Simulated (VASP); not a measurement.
A run of VASP 6.6.1:

File INCAR:

```
SYSTEM = LiH
ALGO     = Normal         ! electronic algorithm
EDIFF    = 1E-7           ! SCF threshold, eV
EDIFFG   = -0.01          ! ionic threshold
ENCUT    = 600            ! plane-wave cutoff, eV
GGA      = PE             ! functional
IBRION   = 2              ! ionic algorithm
ISIF     = 3              ! what is computed and relaxed
ISMEAR   = 0              ! smearing method
LASPH    = .True.         ! aspherical terms in the spheres
LCHARG   = .False.        ! write CHGCAR
LREAL    = .False.        ! projectors in reciprocal space
LWAVE    = .False.        ! write WAVECAR
NELM     = 80             ! most SCF steps
NSW      = 100            ! ionic steps
PREC     = Accurate       ! precision mode
SIGMA    = 0.02           ! smearing width, eV
```

The input KPOINTS:

```
k-points
0
Gamma
  12 12 6
  0 0 0
```

File POSCAR:

```
LiH
1.0
    2.7801123154      0.0000000000      0.0000000000
   -1.3900561577      2.4076478905      0.0000000000
    0.0000000000      0.0000000000      4.8851889641
Li H
2 2
Direct
    0.0000000000      0.0000000000      0.0000000000
    0.0000000000      0.0000000000      0.5000000000
    0.6666666667      0.3333333333      0.2500000000
    0.3333333333      0.6666666667      0.7500000000
```

Potentials or basis: VASP PAW PBE potentials, release 64 (Li_sv, H).

Run with:

```sh
$ cat potpaw_PBE.64/Li_sv/POTCAR potpaw_PBE.64/H/POTCAR > POTCAR
$ mpirun -np 1 vasp_std > vasp.out
```

Hardware: 1 thread of Intel(R) Xeon(R) 6975P-C (Granite Rapids), with other jobs on the host.

Question: How long does it take, and how much memory?

Answer: Wall time 12 s on 1 thread of Intel(R) Xeon(R) 6975P-C (Granite Rapids), with other jobs on the host, peak memory 0.16 GiB. Counts: scf iterations 21, k points 76, ion steps 2.
